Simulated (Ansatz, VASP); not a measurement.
# One calculation of TiAl, two programs

The input INCAR:

```
SYSTEM = TiAl
  ALGO = Fast
  EDIFF = 1E-7
  ENCUT = 520
  GGA = PS
  ISIF = 2
  ISMEAR = 0
  LASPH = .True.
  LCHARG = .False.
  LREAL = .False.
  LWAVE = .False.
  NBANDS = 14
  NELM = 60
  PREC = Accurate
  SIGMA = 0.1
```

KPOINTS

```
k-points
0
Gamma
  18 18 14
  0 0 0
```

Contents of POSCAR:

```
TiAl
1.0
    2.7946360195      0.0000000000      0.0000000000
    0.0000000000      2.7946360195      0.0000000000
    0.1818511644      0.0000000000      4.0411369870
Ti Al
1 1
Direct
    0.5000000000      0.5000000000      0.5000000000
    0.0000000000      0.0000000000      0.0000000000
```

Input for Ansatz:

```yaml
crystal:
  lattice:
    - [2.7946360195, 0.0, 0.0]
    - [0.0, 2.7946360195, 0.0]
    - [0.1818511644, 0.0, 4.041136987]
  atoms:
    - { symbol: Ti, position: [0.5, 0.5, 0.5] }
    - { symbol: Al, position: [0.0, 0.0, 0.0] }
basis:
  ecutwfc: 420
kpoints:
  mp_grid: { grid: [18, 18, 14] }
hamiltonian:
  xc: pbesol
scf:
  occupations: { method: gaussian, width: 0.1 }
output:
  forces: true
  stress: true
  eigenvalues: true
```

Change from the starting cell: shear of c along a, cell held, atoms relaxed: +4.5 %.

Alike in both runs: task single point; functional PBEsol; k mesh 18 × 18 × 14; occupations gaussian, width 0.1 eV; no spin polarisation.

```csv
,VASP,Ansatz
version,VASP 6.6.1,Ansatz 0.2.0
potentials or method,"VASP PAW PBE potentials, release 64 (Ti_sv, Al), cutoff 520 eV","scalar-relativistic, plane waves, PAW"
valence electrons in the cell,15,15
```

```csv
,VASP,Ansatz,Ansatz less VASP
gap on the k mesh at the Fermi level (eV),none,none,-
pressure (GPa),0.3,0.2,-0.05
"traceless stress, the component that is largest in VASP (GPa)",-5.37,-5.37,+0.002
```

VASP's potentials were made for PBE, not for PBEsol. A gap of «none» marks a metal or a gap that the smearing closes. With one functional, cell and mesh, what is left measures potentials, basis and numerics.
